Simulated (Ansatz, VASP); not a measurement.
# One calculation of HfGa2Te3, two programs

```
CELL_PARAMETERS angstrom
6.74282 0.00000 0.00000
-3.37141 5.83946 0.00000
0.00000 0.00000 3.90699
ATOMIC_POSITIONS crystal
Hf 0.00000 0.00000 0.50000
Ga 0.66667 0.33333 0.50000
Ga 0.33333 0.66667 0.50000
Te 0.00000 0.50000 0.00000
Te 0.50000 0.50000 0.00000
Te 0.50000 0.00000 0.00000
```

Change from the starting cell: species swapped into the TbB2Ir3 type (P6/mmm, No. 191).

Alike in both runs: task single point; functional PBE; k mesh 3 × 3 × 4; occupations gaussian, width 0.1 eV; no spin polarisation.

```csv
,VASP,Ansatz
version,VASP 6.6.1,Ansatz 0.2.0
potentials or method,"VASP PAW PBE potentials, release 64 (Hf_pv, Ga_d, Te), cutoff 520 eV","scalar-relativistic, plane waves, PAW"
valence electrons in the cell,54,100
```

```tsv
	VASP	Ansatz	Ansatz less VASP
gap on the k mesh at the Fermi level (eV)	none	none	-
pressure (GPa)	5.0	5.0	0.00
traceless stress, the component that is largest in VASP (GPa)	2.38	2.28	-0.100
```

A gap of «none» marks a metal or a gap that the smearing closes. VASP's potentials hold 54 valence electrons a cell and Ansatz's 100, so a difference there can come from the potentials and not from the codes.

The k mesh is coarse, so the values compare programs but aren't converged. Spin-orbit coupling is off throughout.
